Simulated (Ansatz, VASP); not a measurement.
Given: the input of a run of VASP 6.6.1 on MnCuSe2.

Contents of INCAR:

```
SYSTEM = MnCuSe2
ALGO = Normal ; EDIFF = 1E-6
ENCUT = 520 ; GGA = PE
ISIF = 2 ; ISMEAR = -1
ISPIN = 2 ; LASPH = .TRUE.
LCHARG = .FALSE. ; LMAXMIX = 4
LORBIT = 11 ; LREAL = .FALSE.
LWAVE = .FALSE. ; MAGMOM = 2.1 5.5 0 0
NBANDS = 30 ; NELM = 150
PREC = Accurate ; SIGMA = 0.05
```

Contents of KPOINTS:

```
k-points
0
G
  8 8 8
  0 0 0
```

Contents of POSCAR:

```
MnCuSe2
1.0
    1.8961930900      1.0947675900      6.8839045000
   -1.8961930900      1.0947675900      6.8839045000
    0.0000000000     -2.1895351800      6.8839045000
Cu Mn Se
1 1 2
Direct
    0.5000000000      0.5000000000      0.5000000000
    0.0000000000      0.0000000000      0.0000000000
    0.2667000000      0.2667000000      0.2667000000
    0.7333000000      0.7333000000      0.7333000000
```

Potentials or basis: VASP PAW PBE potentials, release 64 (Cu, Mn_pv, Se).

Command:

```bash
$ cat potpaw_PBE.64/Cu/POTCAR potpaw_PBE.64/Mn_pv/POTCAR potpaw_PBE.64/Se/POTCAR > POTCAR
$ mpirun -np 1 vasp_std > vasp.out
```

Problem. Translate it to Ansatz 0.2.0. Potentials there: Ansatz PAW.

Solution. As run (the cutoff follows the program's own potentials):

The input input.yaml:

```yaml
crystal:
  lattice:
    - [1.89619309, 1.09476759, 6.8839045]
    - [-1.89619309, 1.09476759, 6.8839045]
    - [0.0, -2.18953518, 6.8839045]
  atoms:
    - { symbol: Cu, position: [0.5, 0.5, 0.5], spin: 2.1 }
    - { symbol: Mn, position: [0.0, 0.0, 0.0], spin: 5.5 }
    - { symbol: Se, position: [0.2667, 0.2667, 0.2667] }
    - { symbol: Se, position: [0.7333, 0.7333, 0.7333] }
hamiltonian:
  xc: pbe
  pseudopotentials: { kind: paw }
magnetization:
  spin_polarized: true
kpoints:
  mp_grid: { grid: [8, 8, 8] }
scf:
  occupations: { method: fermi_dirac, width: 0.05 }
output:
  forces: true
  stress: true
  eigenvalues: true
```

Potentials or basis: Ansatz PAW.

Command:

```console
$ ansatz run input.yaml --threads 2 --pin off --max-ram 5120MiB --backend cpu --events-out ev --progress --plain --runs-dir out
```

Both were run:

|  | VASP | Ansatz | Ansatz less VASP |
| --- | --- | --- | --- |
| gap on the k mesh at the Fermi level (eV) | none | none | - |
| pressure (GPa) | -5.0 | -5.1 | -0.09 |
| traceless stress, the component that is largest in VASP (GPa) | -1.31 | -1.29 | +0.017 |
| rms of the force components (eV/Å) | 0.446 | 0.441 | -0.0050 |
| net moment per atom (μB) | 1.00 | 1.00 | 0.000 |
| size of the moment on the site where the two differ most (μB) | 3.80 | 3.74 | -0.051 |

Site moments also hang on the region over which each program counts them. Atom by atom the forces differ by 0.005 eV/Å (rms over components). A gap of «none» marks a metal or a gap that the smearing closes. The functional is the same, so the differences come from potentials, cutoffs and numerics. VASP's potentials hold 36 valence electrons a cell and Ansatz's 66, so a difference there can come from the potentials and not from the codes.
